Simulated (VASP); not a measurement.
A run of VASP 6.6.1 is set up as follows.

INCAR

```
ALGO = Normal
EDIFF = 1E-6
ENCUT = 600
GGA = PE
GGA_COMPAT = F
ISIF = 2
ISMEAR = 0
IVDW = 12
LASPH = T
LCHARG = T
LELF = T
LREAL = F
LVHAR = T
LWAVE = F
NBANDS = 13
NELM = 120
PREC = Accurate
SIGMA = 0.1
```

KPOINTS

```
k-points
0
Gamma
  9 9 9
```

Contents of POSCAR:

```
O
1.0
    1.2518338587      0.7227466153      4.0649992057
   -1.2518338587      0.7227466153      4.0649992057
    0.0000000000     -1.4454932306      4.0649992057
O
2
Direct
    0.0497249353      0.0497249353      0.0497249353
    0.9502750647      0.9502750647      0.9502750647
```

Potentials or basis: VASP PAW PBE potentials, release 64 (O).

Command:

```bash
$ cat potpaw_PBE.64/O/POTCAR > POTCAR
$ mpirun -np 1 vasp_std > vasp.out
```

Task: Estimate the band gap on the k mesh.

Result: Zero (bands 6 and 7 overlap by 2.32 eV).

Task: Estimate the dispersion energy per atom.

Result: -0.075 eV.

Stress tensor (GPa, compression positive):
```
-0.26  0.00  0.00
 0.00 -0.26  0.00
 0.00  0.00 10.40
```

Caveat: the standard files for N, O and F lose accuracy on very short bonds; spin is off for a triplet molecule; the cell stands under pressure; forces of over 1 eV/Å act on the atoms, so gaps and moduli don't describe the material at rest.
